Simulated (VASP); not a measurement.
# TiB2 (P6/mmm) in VASP: a series of runs

The runs below take TiB2 through single point, with PBEsol.

Everything below comes from runs of VASP 6.6.1. Logs are shortened: lines on timing, memory, paths and dates and some standing lists are left out, and cuts for length are marked.

### Step 1. The cell of the first run

It takes space group P6/mmm (No. 191, hexagonal). Conventional cell: a = 3.039 Å, b = 3.039 Å, c = 3.239 Å, α = 90.00°, β = 90.00°, γ = 120.00°. Within 3.3 Å of Ti (site symmetry 6/mmm) lie 12 B at 2.39 Å and 8 Ti at 3.04 to 3.24 Å. B (site symmetry -6m2) has 3 B at 1.75 Å and 6 Ti at 2.39 Å within 2.4 Å.

### Step 2. Single point, PBEsol (8.64 Å³/atom)

INCAR reads:

```
SYSTEM = TiB2
  ALGO = Normal
  EDIFF = 1E-6
  ENCUT = 520
  GGA = PS
  ISIF = 2
  ISMEAR = -1
  LASPH = .TRUE.
  LCHARG = .FALSE.
  LREAL = .FALSE.
  LWAVE = .FALSE.
  NBANDS = 16
  NELM = 80
  PREC = Accurate
  SIGMA = 0.08
```

KPOINTS reads:

```
k-points
0
G
  15 15 13
  0 0 0
```

POSCAR reads:

```
TiB2
1.0
    3.0392620569      0.0000000000      0.0000000000
   -1.5196310285      2.6320781501      0.0000000000
    0.0000000000      0.0000000000      3.2391256602
Ti B
1 2
Direct
    0.0000000000      0.0000000000      0.0000000000
    0.3333333333      0.6666666667      0.5000000000
    0.6666666667      0.3333333333      0.5000000000
```

Potentials or basis: VASP PAW PBE potentials, release 64 (Ti_sv, B).

Started as:

```console
$ cat potpaw_PBE.64/Ti_sv/POTCAR potpaw_PBE.64/B/POTCAR > POTCAR
$ mpirun -np 1 vasp_std > vasp.out
```

OUTCAR:

```text
SYSTEM = TiB2
   EDIFF = 1E-6
   ENCUT = 520
   GGA = PS
   ISIF = 2
   ISMEAR = -1
   LASPH = .TRUE.
   LREAL = .FALSE.
   NELM = 80
   PREC = Accurate

 ion  position               nearest neighbor table
   1  0.000  0.000  0.000-   2 2.39   3 2.39   2 2.39   3 2.39   3 2.39   3 2.39   2 2.39   2 2.39
                             3 2.39   3 2.39   2 2.39   2 2.39
   2  0.333  0.667  0.500-   3 1.75   3 1.75   3 1.75   1 2.39   1 2.39   1 2.39   1 2.39   1 2.39
                             1 2.39
   3  0.667  0.333  0.500-   2 1.75   2 1.75   2 1.75   1 2.39   1 2.39   1 2.39   1 2.39   1 2.39
                             1 2.39

  LATTYP: Found a hexagonal cell.
 ALAT       =     3.0392620569
 C/A-ratio  =     1.0657605694

  Lattice vectors:

 A1 = (   3.0392620569,   0.0000000000,   0.0000000000)
 A2 = (  -1.5196310285,   2.6320781501,   0.0000000000)
 A3 = (   0.0000000000,   0.0000000000,   3.2391256602)

Analysis of symmetry for initial positions (statically):
=====================================================================
 Subroutine PRICEL returns:
 Original cell was already a primitive cell.

 Routine SETGRP: Setting up the symmetry group for a
 hexagonal supercell.

 Subroutine GETGRP returns: Found 24 space group operations
 (whereof 24 operations were pure point group operations)
 out of a pool of 24 trial point group operations.

The static configuration has the point symmetry D_6h.

Analysis of symmetry for dynamics (positions and initial velocities):
=====================================================================
 Subroutine PRICEL returns:
 Original cell was already a primitive cell.

 Routine SETGRP: Setting up the symmetry group for a
 hexagonal supercell.

 Subroutine GETGRP returns: Found 24 space group operations
 (whereof 24 operations were pure point group operations)
 out of a pool of 24 trial point group operations.

The dynamic configuration has the point symmetry D_6h.

 Subroutine INISYM returns: Found 24 space group operations
 (whereof 24 operations are pure point group operations),
 and found     1 'primitive' translations

----------------------------------------------------------------------------------------

                                     Primitive cell

  volume of cell :      25.9116

  direct lattice vectors                    reciprocal lattice vectors
     3.039262057  0.000000000  0.000000000     0.329027238  0.189963964  0.000000000
    -1.519631029  2.632078150  0.000000000     0.000000000  0.379927929  0.000000000
     0.000000000  0.000000000  3.239125660     0.000000000  0.000000000  0.308725287

  length of vectors
     3.039262057  3.039262057  3.239125660     0.379927929  0.379927929  0.308725287

  position of ions in fractional coordinates (direct lattice)
     0.000000000  0.000000000  0.000000000
     0.333333333  0.666666667  0.500000000
     0.666666667  0.333333333  0.500000000

  ion indices of the primitive-cell ions
   primitive index   ion index
                 1           1
                 2           2
                 3           3

----------------------------------------------------------------------------------------

 KPOINTS: k-points

Automatic generation of k-mesh.
 Grid dimensions read from file:
 generate k-points for:   15   15   13

 Generating k-lattice:

  Cartesian coordinates                     Fractional coordinates (reciprocal lattice)
     0.021935149  0.012664264  0.000000000     0.066666667 -0.000000000  0.000000000
     0.000000000  0.025328529  0.000000000     0.000000000  0.066666667  0.000000000
     0.000000000  0.000000000  0.023748099     0.000000000  0.000000000  0.076923077

  Length of vectors
     0.025328529  0.025328529  0.023748099

  Shift w.r.t. Gamma in fractional coordinates (k-lattice)
     0.000000000  0.000000000  0.000000000

 Subroutine IBZKPT returns following result:
 ===========================================

 Found    189 irreducible k-points:

 Following reciprocal coordinates:
            Coordinates               Weight
  0.000000  0.000000  0.000000      1.000000
  0.066667  0.000000  0.000000      6.000000
  0.133333  0.000000  0.000000      6.000000
  0.200000  0.000000  0.000000      6.000000
  0.266667  0.000000  0.000000      6.000000
  0.333333  0.000000  0.000000      6.000000
[... 16 lines left out ...]
  0.333333  0.200000  0.000000     12.000000
  0.400000  0.200000  0.000000      6.000000
 [... further k-points ...]
   k-points           NKPTS =    189   k-points in BZ     NKDIM =    189   number of bands    NBANDS=     16
   number of dos      NEDOS =    301   number of ions     NIONS =      3
   total plane-waves  NPLWV =  13824
   dimension x,y,z NGX =    24 NGY =   24 NGZ =   24
   dimension x,y,z NGXF=    48 NGYF=   48 NGZF=   48
   ions per type =               1   2
   NGX,Y,Z   is equivalent  to a cutoff of  13.13, 13.13, 12.32 a.u.
   NGXF,Y,Z  is equivalent  to a cutoff of  26.26, 26.26, 24.64 a.u.
 SYSTEM =  TiB2
   PREC   = accura    normal or accurate (medium, high low for compatibility)
   ISTART =      0    job   : 0-new  1-cont  2-samecut
   ICHARG =      2    charge: 1-file 2-atom 10-const
   ISPIN  =      1    spin polarized calculation?
   LNONCOLLINEAR =      F non collinear calculations
   LSORBIT =      F    spin-orbit coupling
   LASPH  =      T    aspherical Exc in radial PAW
   ENCUT  =  520.0 eV  38.22 Ry    6.18 a.u.   5.65  5.65  6.02*2*pi/ulx,y,z
   NELM   =     80;   NELMIN=  2; NELMDL= -5     # of ELM steps
   EDIFF  = 0.1E-05   stopping-criterion for ELM
   LREAL  =      F    real-space projection
   EDIFFG = 0.1E-04   stopping-criterion for IOM
   NSW    =      0    number of steps for IOM
   IBRION =     -1    ionic relax: 0-MD 1-quasi-New 2-CG
   NFREE  =      0    steps in history (QN), initial steepest desc. (CG)
   ISIF   =      2    stress and relaxation
   ISYM   =      2    0-nonsym 1-usesym 2-fastsym
   POTIM  = 0.5000    time-step for ionic-motion
   TEBEG  =    0.0;   TEEND  =   0.0 temperature during run
   PSTRESS=    0.0 pullay stress
   NELECT =      18.0000    total number of electrons
   NUPDOWN=      -1.0000    fix difference up-down
   EMIN   =  10.00;   EMAX   =-10.00  energy-range for DOS
   EFERMI =   0.00;   METHOD = LEGACY
   ISMEAR =    -1;   SIGMA  =   0.08  broadening in eV -4-tet -1-fermi 0-gaus
   EFERMI_NEDOS =   21; number of points for ismear=-14 and -15
   IALGO  =     38    algorithm
   IMIX   =      4    mixing-type and parameters
     AMIX     =   0.40;   BMIX     =  1.00
     AMIX_MAG =   1.60;   BMIX_MAG =  1.00
  volume/ion in A,a.u.               =       8.64        58.29
  Fermi-wavevector in a.u.,A,eV,Ry     =   1.449887  2.739889 28.601782  2.102172
  Thomas-Fermi vector in A             =   2.567562
   LORBIT       =      0    0 simple, 1 ext, 2 COOP (PROOUT), +10 PAW based schemes
   GGA     = PS    functional components
   LHFCALC =     F    Hartree Fock is set to
   AEXX    =    0.0000 exact exchange contribution
   IVDW    =     0    specifies the selected vdW correction
   LEPSILON=     F    determine dielectric tensor
   LRPA    =     F    only Hartree local field effects (RPA)
 non-spin polarized calculation
  energy-cutoff  :      520.00
  volume of cell :       25.91
 maximum number of plane-waves:       721
 NGX is ok and might be reduce to    24
   NGX = 11   NGY = 11   NGZ = 13

 number of electron      18.0000002 magnetization

 Free energy of the ion-electron system (eV)
  ---------------------------------------------------
  ext. energy  EPLUGINS =         0.00000000
  ---------------------------------------------------
  free energy    TOTEN  =       -25.77753298 eV

  energy without entropy =      -25.76936655  energy(sigma->0) =      -25.77344977

 E-fermi :   9.8082     XC(G=0): -12.8241

 val. band max:        9.7857403719   @ k =   0.0000   0.0000   0.3846
 cond. band min:       9.8096207388   @ k =   0.2000   0.2000   0.0769
 fundamental gap:      0.0238803670
 Fermi energy:         9.8082451056

 k-point     1 :       0.0000    0.0000    0.0000
  band No.  band energies     occupation
      1     -46.9261      2.00000
      2     -23.3844      2.00000
      3     -23.0683      2.00000
      4     -23.0683      2.00000
      5      -3.6167      2.00000
      6       7.2267      2.00000
[... 8 lines left out ...]
     15      15.5203      0.00000
     16      16.6894      0.00000

 k-point     2 :       0.0667    0.0000    0.0000
  band No.  band energies     occupation
      1     -46.9238      2.00000
      2     -23.3814      2.00000
      3     -23.0859      2.00000
      4     -23.0723      2.00000
      5      -3.5315      2.00000
      6       6.9785      2.00000
[... 8 lines left out ...]
     15      16.0624      0.00000
     16      16.9569      0.00000

 k-point     3 :       0.1333    0.0000    0.0000
  band No.  band energies     occupation
      1     -46.9173      2.00000
      2     -23.3731      2.00000
      3     -23.1357      2.00000
      4     -23.0836      2.00000
      5      -3.2792      2.00000
      6       6.3068      2.00000
[... 8 lines left out ...]
     15      17.2362      0.00000
     16      17.7638      0.00000

 k-point     4 :       0.2000    0.0000    0.0000
  band No.  band energies     occupation
      1     -46.9077      2.00000
      2     -23.3609      2.00000
      3     -23.2084      2.00000
      4     -23.1002      2.00000
      5      -2.8686      2.00000
      6       5.3731      2.00000
[... 8 lines left out ...]
     15      17.6107      0.00000
     16      18.6976      0.00000
[... 324 lines left out ...]
 k-point    22 :       0.2667    0.2000    0.0000
  band No.  band energies     occupation
      1     -46.8756      2.00000
      2     -23.3878      2.00000
      3     -23.3203      2.00000
      4     -23.2134      2.00000
      5      -0.7404      2.00000
      6       2.8930      2.00000
[... 8 lines left out ...]
     15      18.2840      0.00000
     16      19.5852      0.00000

 k-point    23 :       0.3333    0.2000    0.0000
  band No.  band energies     occupation
      1     -46.8703      2.00000
      2     -23.4106      2.00000
      3     -23.3135      2.00000
      4     -23.2385      2.00000
      5       0.0936      2.00000
      6       1.9693      2.00000
[... 8 lines left out ...]
     15      18.4209      0.00000
     16      19.6372      0.00000

 k-point    24 :       0.4000    0.2000    0.0000
  band No.  band energies     occupation
      1     -46.8684      2.00000
      2     -23.4183      2.00000
      3     -23.3112      2.00000
      4     -23.2478      2.00000
      5       0.9606      2.00000
      6       1.0601      2.00000
[... 8 lines left out ...]
     15      18.4957      0.00000
     16      19.6497      0.00000

 [... further k-points ...]
[... 5 lines left out ...]
  --------------------------------------------------------------------------------------
  -------------------------------------------------------------------------------------
  Total       -1.0295013     -1.0295013     -1.4086010      0.0000000     -0.0000000     -0.0000000
  in kB      -63.6565013    -63.6565013    -87.0971335      0.0000000     -0.0000000     -0.0000000
  external PRESSURE =     -71.4700454 kB  Pullay stress =       0.0000000 kB

 VOLUME and BASIS-vectors are now :
 -----------------------------------------------------------------------------
  energy-cutoff  :      520.00
  volume of cell :       25.91
      direct lattice vectors                 reciprocal lattice vectors
     3.039262057  0.000000000  0.000000000     0.329027238  0.189963964  0.000000000
    -1.519631029  2.632078150  0.000000000     0.000000000  0.379927929  0.000000000
     0.000000000  0.000000000  3.239125660     0.000000000  0.000000000  0.308725287

 POSITION                                       TOTAL-FORCE (eV/Angst)
 -----------------------------------------------------------------------------------
      0.00000      0.00000      0.00000         0.000000      0.000000     -0.000000
     -0.00000      1.75472      1.61956        -0.000000      0.000000     -0.000000
      1.51963      0.87736      1.61956         0.000000     -0.000000      0.000000
 -----------------------------------------------------------------------------------
    total drift:                               -0.000000      0.000000      0.000000

  FREE ENERGIE OF THE ION-ELECTRON SYSTEM (eV)
  ---------------------------------------------------
  free  energy   TOTEN  =       -25.7775329814 eV

  energy  without entropy=      -25.7693665497  energy(sigma->0) =      -25.77344977
```

Run time: 27 s. Hardware: 1 thread of Intel Xeon 6975P-C (Granite Rapids), shared host; peak memory 0.2 GiB.

What came out:

```
Free energy            : -25.7775 eV
Pressure               : -7.1 GPa
Band gap on the k mesh : zero (bands 9 and 10 overlap by 0.46 eV)
```

Caveat: the cell stands under tension; the PAW data sets were made with another functional, which shifts forces and pressure a little.

### Step 3. Single point, PBEsol (8.72 Å³/atom)

This run uses another cell than the first one, of 8.72 Å³/atom.

INCAR reads:

```
SYSTEM = TiB2
PREC = Accurate ; ENCUT = 520
EDIFF = 1E-6 ; ISMEAR = -1
SIGMA = 0.08 ; LREAL = .False.
LASPH = .True. ; NELM = 80
ALGO = Normal ; ISIF = 2
LWAVE = .False. ; LCHARG = .True.
GGA = PS ; LELF = .True.
LVHAR = .True. ; NBANDS = 16
```

KPOINTS reads:

```
regular mesh
0
Gamma
  15 15 13
  0 0 0
```

POSCAR reads:

```
TiB2
1.0
    3.0492597015      0.0000000000      0.0000000000
   -1.5246298507      2.6407363642      0.0000000000
    0.0000000000      0.0000000000      3.2497807555
Ti B
1 2
Direct
    0.0000000000      0.0000000000      0.0000000000
    0.3333333333      0.6666666667      0.5000000000
    0.6666666667      0.3333333333      0.5000000000
```

Potentials or basis: VASP PAW PBE potentials, release 64 (Ti_sv, B).

Started as:

```console
$ cat potpaw_PBE.64/Ti_sv/POTCAR potpaw_PBE.64/B/POTCAR > POTCAR
$ mpirun -np 1 vasp_std > vasp.out
```

Run time: 24 s. Hardware: 1 thread of Intel Xeon 6975P-C (Granite Rapids), shared host; peak memory 0.19 GiB.

The run converged. Its results:

```
Free energy            : -25.7643 eV
Pressure               : -9.5 GPa
Band gap on the k mesh : zero (bands 9 and 10 overlap by 0.45 eV)
```

Stress tensor (GPa, compression positive):
```
 -8.86   0.00   0.00
  0.00  -8.86   0.00
  0.00   0.00 -10.64
```

Levels at points of the mesh, in eV from the Fermi level:
```
           k point  band 5  band 6  band 7  band 8  band 9  band 10  band 11  band 12  band 13  band 14
(0.00, 0.00, 0.00)  -13.37   -2.56   -2.56   -2.31   -2.11     1.83     1.83     3.58     3.58     5.67
```

Caveat: the cell stands under tension; the PAW data sets were made with another functional, which shifts forces and pressure a little.

(Continued in part 2 of 2.)
